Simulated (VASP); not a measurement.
A run of VASP 6.6.1 is set up as follows.

The input INCAR:

```
PREC     = Accurate       # precision mode
ENCUT    = 520            # plane-wave cutoff, eV
EDIFF    = 1E-6           # SCF threshold, eV
ISMEAR   = 1              # smearing method
SIGMA    = 0.1            # smearing width, eV
LREAL    = False          # projectors in reciprocal space
LASPH    = True           # aspherical terms in the spheres
NELM     = 80             # most SCF steps
ALGO     = Normal         # electronic algorithm
ISIF     = 2              # what is computed and relaxed
LWAVE    = False          # write WAVECAR
LCHARG   = True           # write CHGCAR
GGA      = PS             # functional
IVDW     = 12             # dispersion correction
LELF     = True           # ELF
LVHAR    = True         
NBANDS   = 13             # bands
```

File KPOINTS:

```
Automatic mesh
0
Gamma
  11 11 11
```

POSCAR

```
Mo
1.0
    2.7178852524      0.0000000000      0.0000000000
   -1.3589426262      2.3537576731      0.0000000000
    0.0000000000      0.0000000000      2.4579741774
Mo
1
Direct
    0.0000000000      0.0000000000      0.5000000000
```

Potentials or basis: VASP PAW PBE potentials, release 64 (Mo_sv).

Launch:

```console
$ cat potpaw_PBE.64/Mo_sv/POTCAR > POTCAR
$ mpirun -np 1 vasp_std > vasp.out
```

(1) Estimate the pressure.

(2) Estimate the band gap on the k mesh.

Answers

(1) 0.8 GPa.

(2) zero (band 7 reaches 13.05 eV, above the bottom of band 8 at 11.16 eV).

Caveat: the PAW data sets were made with another functional, which shifts forces and pressure a little; pairwise dispersion overbinds metals, which lowers pressure and volume.
